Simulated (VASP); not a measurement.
# O2 in VASP: notebook

Runs on O2. Level: PBEsol. Tasks: single point, relaxation of the atoms.

All numbers are computed with VASP 6.6.1; they aren't measurements. Logs are shortened: lines on timing, memory, paths and dates and some standing lists are left out, and cuts for length are marked.

## Step 1: The cell of the first run

The cell holds a molecule in a box, 2 atoms: a = 9.000 Å, b = 9.500 Å, c = 10.000 Å, α = 90.00°, β = 90.00°, γ = 90.00°.

## Step 2: Single point, PBEsol, collinear spin, ferromagnetic start

The input, INCAR:

```
SYSTEM = O
PREC = Accurate ; ENCUT = 520
EDIFF = 1E-7 ; ISMEAR = 1
SIGMA = 0.05 ; LREAL = .FALSE.
LASPH = .TRUE. ; NELM = 150
ALGO = Normal ; ISIF = 2
LWAVE = .FALSE. ; LCHARG = .FALSE.
ISPIN = 2 ; MAGMOM = 1 1
LORBIT = 11 ; GGA = PS
NBANDS = 17
```

The input, KPOINTS:

```
regular mesh
0
G
  1 1 1
  0 0 0
```

The input, POSCAR:

```
O
1.0
    9.0000000000      0.0000000000      0.0000000000
    0.0000000000      9.5000000000      0.0000000000
    0.0000000000      0.0000000000     10.0000000000
O
2
Direct
    0.5000000000      0.5000000000      0.4394919504
    0.5000000000      0.5000000000      0.5605080496
```

Potentials or basis: VASP PAW PBE potentials, release 64 (O).

On the command line:

```bash
> cat potpaw_PBE.64/O/POTCAR > POTCAR
> mpirun -np 1 vasp_gam > vasp.out
```

OUTCAR:

```text
SYSTEM = O
   PREC = Accurate
   ENCUT = 520
   EDIFF = 1E-7
   ISMEAR = 1
   LREAL = .FALSE.
   LASPH = .TRUE.
   NELM = 150
   ISIF = 2
   ISPIN = 2
   LORBIT = 11
   GGA = PS

 ion  position               nearest neighbor table
   1  0.500  0.500  0.439-   2 1.21
   2  0.500  0.500  0.561-   1 1.21

  LATTYP: Found a simple orthorhombic cell.
 ALAT       =     9.0000000000
 B/A-ratio  =     1.0555555556
 C/A-ratio  =     1.1111111111

  Lattice vectors:

 A1 = (   9.0000000000,   0.0000000000,   0.0000000000)
 A2 = (   0.0000000000,   9.5000000000,   0.0000000000)
 A3 = (   0.0000000000,   0.0000000000,  10.0000000000)

Analysis of symmetry for initial positions (statically):
=====================================================================
 Subroutine PRICEL returns:
 Original cell was already a primitive cell.

 Routine SETGRP: Setting up the symmetry group for a
 simple orthorhombic supercell.

 Subroutine GETGRP returns: Found  8 space group operations
 (whereof  8 operations were pure point group operations)
 out of a pool of  8 trial point group operations.

The static configuration has the point symmetry D_2h.

Analysis of symmetry for dynamics (positions and initial velocities):
=====================================================================
 Subroutine PRICEL returns:
 Original cell was already a primitive cell.

 Routine SETGRP: Setting up the symmetry group for a
 simple orthorhombic supercell.

 Subroutine GETGRP returns: Found  8 space group operations
 (whereof  8 operations were pure point group operations)
 out of a pool of  8 trial point group operations.

The dynamic configuration has the point symmetry D_2h.

Analysis of structural, dynamic, and magnetic symmetry:
=====================================================================
 Subroutine PRICEL returns:
 Original cell was already a primitive cell.

 Routine SETGRP: Setting up the symmetry group for a
 simple orthorhombic supercell.

 Subroutine GETGRP returns: Found  8 space group operations
 (whereof  8 operations were pure point group operations)
 out of a pool of  8 trial point group operations.

The overall configuration has the point symmetry D_2h.

 Subroutine INISYM returns: Found  8 space group operations
 (whereof  8 operations are pure point group operations),
 and found     1 'primitive' translations

----------------------------------------------------------------------------------------

                                     Primitive cell

  volume of cell :     855.0000

  direct lattice vectors                    reciprocal lattice vectors
     9.000000000  0.000000000  0.000000000     0.111111111  0.000000000  0.000000000
     0.000000000  9.500000000  0.000000000     0.000000000  0.105263158  0.000000000
     0.000000000  0.000000000 10.000000000     0.000000000  0.000000000  0.100000000

  length of vectors
     9.000000000  9.500000000 10.000000000     0.111111111  0.105263158  0.100000000

  position of ions in fractional coordinates (direct lattice)
     0.500000000  0.500000000  0.439491950
     0.500000000  0.500000000  0.560508050

  ion indices of the primitive-cell ions
   primitive index   ion index
                 1           1
                 2           2

----------------------------------------------------------------------------------------

 KPOINTS: regular mesh

Automatic generation of k-mesh.
 Grid dimensions read from file:
 generate k-points for:    1    1    1

 Generating k-lattice:

  Cartesian coordinates                     Fractional coordinates (reciprocal lattice)
     0.111111111  0.000000000  0.000000000     1.000000000  0.000000000  0.000000000
     0.000000000  0.105263158  0.000000000     0.000000000  1.000000000  0.000000000
     0.000000000  0.000000000  0.100000000     0.000000000  0.000000000  1.000000000

  Length of vectors
     0.111111111  0.105263158  0.100000000

  Shift w.r.t. Gamma in fractional coordinates (k-lattice)
     0.000000000  0.000000000  0.000000000

 Subroutine IBZKPT returns following result:
 ===========================================

 Found      1 irreducible k-points:

 Following reciprocal coordinates:
            Coordinates               Weight
  0.000000  0.000000  0.000000      1.000000
   k-points           NKPTS =      1   k-points in BZ     NKDIM =      1   number of bands    NBANDS=     17
   number of dos      NEDOS =    301   number of ions     NIONS =      2
   total plane-waves  NPLWV = 403200
   dimension x,y,z NGX =    70 NGY =   72 NGZ =   80
   dimension x,y,z NGXF=   140 NGYF=  144 NGZF=  160
   ions per type =               2
   NGX,Y,Z   is equivalent  to a cutoff of  12.93, 12.60, 13.30 a.u.
   NGXF,Y,Z  is equivalent  to a cutoff of  25.86, 25.20, 26.60 a.u.
 SYSTEM =  O
   PREC   = accura    normal or accurate (medium, high low for compatibility)
   ISTART =      0    job   : 0-new  1-cont  2-samecut
   ICHARG =      2    charge: 1-file 2-atom 10-const
   ISPIN  =      2    spin polarized calculation?
   LNONCOLLINEAR =      F non collinear calculations
   LSORBIT =      F    spin-orbit coupling
   LASPH  =      T    aspherical Exc in radial PAW
   ENCUT  =  520.0 eV  38.22 Ry    6.18 a.u.  16.73 17.66 18.59*2*pi/ulx,y,z
   NELM   =    150;   NELMIN=  2; NELMDL= -5     # of ELM steps
   EDIFF  = 0.1E-06   stopping-criterion for ELM
   LREAL  =      F    real-space projection
   EDIFFG = 0.1E-05   stopping-criterion for IOM
   NSW    =      0    number of steps for IOM
   IBRION =     -1    ionic relax: 0-MD 1-quasi-New 2-CG
   NFREE  =      0    steps in history (QN), initial steepest desc. (CG)
   ISIF   =      2    stress and relaxation
   ISYM   =      2    0-nonsym 1-usesym 2-fastsym
   POTIM  = 0.5000    time-step for ionic-motion
   TEBEG  =    0.0;   TEEND  =   0.0 temperature during run
   PSTRESS=    0.0 pullay stress
   NELECT =      12.0000    total number of electrons
   NUPDOWN=      -1.0000    fix difference up-down
   EMIN   =  10.00;   EMAX   =-10.00  energy-range for DOS
   EFERMI =   0.00;   METHOD = LEGACY
   ISMEAR =     1;   SIGMA  =   0.05  broadening in eV -4-tet -1-fermi 0-gaus
   EFERMI_NEDOS =   21; number of points for ismear=-14 and -15
   IALGO  =     38    algorithm
   IMIX   =      4    mixing-type and parameters
     AMIX     =   0.40;   BMIX     =  1.00
     AMIX_MAG =   1.60;   BMIX_MAG =  1.00
  volume/ion in A,a.u.               =     427.50      2884.91
  Fermi-wavevector in a.u.,A,eV,Ry     =   0.394893  0.746240  2.121703  0.155941
  Thomas-Fermi vector in A             =   1.339966
   LORBIT       =     11    0 simple, 1 ext, 2 COOP (PROOUT), +10 PAW based schemes
   GGA     = PS    functional components
   LHFCALC =     F    Hartree Fock is set to
   AEXX    =    0.0000 exact exchange contribution
   IVDW    =     0    specifies the selected vdW correction
   LEPSILON=     F    determine dielectric tensor
   LRPA    =     F    only Hartree local field effects (RPA)
 spin polarized calculation
 Methfessel and Paxton  Order N= 1 SIGMA  =   0.05
  energy-cutoff  :      520.00
  volume of cell :      855.00
 maximum number of plane-waves:     11510
 NGX is ok and might be reduce to    70
   NGX = 33   NGY = 35   NGZ = 37

 number of electron      12.0000002 magnetization       2.0000001

 Free energy of the ion-electron system (eV)
  ---------------------------------------------------
  ext. energy  EPLUGINS =         0.00000000
  ---------------------------------------------------
  free energy    TOTEN  =       -10.26343515 eV

  energy without entropy =      -10.26633410  energy(sigma->0) =      -10.26440147

 E-fermi :  -6.5831     XC(G=0):  -0.6283

 val. band max:       -6.6252218810   @ k =   0.0000   0.0000   0.0000
 cond. band min:      -4.3618712631   @ k =   0.0000   0.0000   0.0000
 fundamental gap:      2.2633506180
 Fermi energy:        -6.5831405255

 spin component 1

 k-point     1 :       0.0000    0.0000    0.0000
  band No.  band energies     occupation
      1     -32.8603      1.00000
      2     -20.2095      1.00000
      3     -13.3750      1.00000
      4     -13.3750      1.00000
      5     -13.3615      1.00000
      6      -6.6252      1.00006
      7      -6.6252      0.99994
      8      -0.2734      0.00000
      9       0.9491      0.00000
     10       1.2819      0.00000
     11       1.2835      0.00000
     12       1.4449      0.00000
     13       1.5382      0.00000
     14       1.7189      0.00000
     15       2.5030      0.00000
     16       2.8014      0.00000
     17       2.8897      0.00000
 Fermi energy:        -6.5831405255

 spin component 2

 k-point     1 :       0.0000    0.0000    0.0000
  band No.  band energies     occupation
      1     -31.6121      1.00000
      2     -18.4290      1.00000
      3     -12.3309      1.00000
      4     -11.5381      1.00000
      5     -11.5379      1.00000
      6      -4.3619      0.00000
      7      -4.3618      0.00000
      8      -0.1633      0.00000
      9       1.1670      0.00000
     10       1.3425      0.00000
     11       1.4143      0.00000
     12       1.5853      0.00000
     13       1.6032      0.00000
     14       1.7932      0.00000
     15       2.7323      0.00000
     16       2.9703      0.00000
     17       2.9780      0.00000

------------------------ aborting loop because EDIFF is reached ----------------------------------------

  FORCE on cell =-STRESS in cart. coord.  units (eV):
  Direction    XX          YY          ZZ          XY          YZ          ZX
  --------------------------------------------------------------------------------------
  -------------------------------------------------------------------------------------
  Total       -0.0728426     -0.0726384      1.5755935     -0.0000000      0.0000000      0.0000000
  in kB       -0.1364991     -0.1361165      2.9524915     -0.0000000      0.0000000      0.0000000
  external PRESSURE =       0.8932920 kB  Pullay stress =       0.0000000 kB

 VOLUME and BASIS-vectors are now :
 -----------------------------------------------------------------------------
  energy-cutoff  :      520.00
  volume of cell :      855.00
      direct lattice vectors                 reciprocal lattice vectors
     9.000000000  0.000000000  0.000000000     0.111111111  0.000000000  0.000000000
     0.000000000  9.500000000  0.000000000     0.000000000  0.105263158  0.000000000
     0.000000000  0.000000000 10.000000000     0.000000000  0.000000000  0.100000000

 POSITION                                       TOTAL-FORCE (eV/Angst)
 -----------------------------------------------------------------------------------
      4.50000      4.75000      4.39492         0.000000      0.000000     -1.368479
      4.50000      4.75000      5.60508         0.000000      0.000000      1.368479
 -----------------------------------------------------------------------------------
    total drift:                                0.000000      0.000000     -0.000000

  FREE ENERGIE OF THE ION-ELECTRON SYSTEM (eV)
  ---------------------------------------------------
  free  energy   TOTEN  =       -10.2634351483 eV

  energy  without entropy=      -10.2663341017  energy(sigma->0) =      -10.26440147

 total charge

# of ion       s       p       d       tot
------------------------------------------
    1        1.609   3.307   0.000   4.916
    2        1.609   3.307   0.000   4.916
--------------------------------------------------
tot          3.218   6.615   0.000   9.833

 magnetization (x)

# of ion       s       p       d       tot
------------------------------------------
    1        0.009   0.797   0.000   0.806
    2        0.009   0.797   0.000   0.806
--------------------------------------------------
tot          0.018   1.594   0.000   1.612
```

It took 3.8 min on 1 thread of Intel Xeon 8259CL, shared host; peak memory 1.1 GiB.

Results:

```
Free energy                                           : -10.2634 eV
Largest force                                         : 1.368 eV/Å
Gap between the frontier levels                       : 2.26 eV
Net moment                                            : 2.00 μB per cell
Site moments                                          : O +0.81 μB
Valence electrons inside the program's atomic spheres : O 4.92
```

Forces in eV/Å, atoms in the order of the input:
```
O    0.000  0.000 -1.368
O    0.000  0.000  1.368
```

Caveat: the standard files for N, O and F lose accuracy on very short bonds; the PAW data sets were made with another functional, which shifts forces and pressure a little.

## Step 3: Relaxation of the atoms, PBEsol, collinear spin, ferromagnetic start

The input, INCAR:

```
SYSTEM = O
ALGO     = Normal         ! electronic algorithm
EDIFF    = 1E-6           ! SCF threshold, eV
EDIFFG   = -0.01          ! ionic threshold
ENCUT    = 520            ! plane-wave cutoff, eV
GGA      = PS             ! functional
IBRION   = 2              ! ionic algorithm
ISIF     = 2              ! what is computed and relaxed
ISMEAR   = 1              ! smearing method
ISPIN    = 2              ! spin polarisation
LASPH    = .TRUE.         ! aspherical terms in the spheres
LCHARG   = .FALSE.        ! write CHGCAR
LORBIT   = 11             ! projections on sites
LREAL    = .FALSE.        ! projectors in reciprocal space
LWAVE    = .FALSE.        ! write WAVECAR
MAGMOM   = 1 1            ! initial moments
NELM     = 150            ! most SCF steps
NSW      = 80             ! ionic steps
PREC     = Accurate       ! precision mode
SIGMA    = 0.05           ! smearing width, eV
```

The input, KPOINTS:

```
k-points
0
G
  1 1 1
  0 0 0
```

The input, POSCAR:

```
O
1.0
    9.0000000000      0.0000000000      0.0000000000
    0.0000000000      9.5000000000      0.0000000000
    0.0000000000      0.0000000000     10.0000000000
O
2
Direct
    0.5000000000      0.5000000000      0.4385000000
    0.5000000000      0.5000000000      0.5615000000
```

Potentials or basis: VASP PAW PBE potentials, release 64 (O).

On the command line:

```bash
> cat potpaw_PBE.64/O/POTCAR > POTCAR
> mpirun -np 1 vasp_gam > vasp.out
```

Run time: 8 min. Hardware: 1 thread of Intel Xeon 8259CL, shared host; peak memory 1.1 GiB.

It converged, with:

- Free energy: -10.2748 eV
- Energy gained by relaxing: 0.1 meV/atom
- Ionic steps: 3
- Gap between the frontier levels: 2.26 eV
- Net moment: 2.00 μB per cell
- Site moments: O +0.81 μB
- Valence electrons inside the program's atomic spheres: O 4.89

Step by step:
```tsv
step	energy change (eV)	largest force (eV/Å)	pressure (GPa)
1	0.0000	0.2102	-0.03
2	0.0117	1.4065	0.09
3	-0.0003	0.0001	-0.01
```

Final structure:
```
CELL_PARAMETERS angstrom
9.00000 0.00000 0.00000
0.00000 9.50000 0.00000
0.00000 0.00000 10.00000
ATOMIC_POSITIONS crystal
O 0.50000 0.50000 0.43864
O 0.50000 0.50000 0.56136
```

Levels at points of the mesh, in eV from the valence-band top:
Spin up:
```tsv
k point	band 4	band 5	band 6	band 7	band 8	band 9	band 10	band 11
(0.00, 0.00, 0.00)	-6.46	-6.46	0.00	0.00	6.48	7.66	8.01	8.04
```
Spin down:
```csv
k point,band 2,band 3,band 4,band 5,band 6,band 7,band 8,band 9
"(0.00, 0.00, 0.00)",-11.81,-5.54,-4.62,-4.62,2.26,2.26,6.58,7.90
```

Caveat: the standard files for N, O and F lose accuracy on very short bonds; the PAW data sets were made with another functional, which shifts forces and pressure a little.
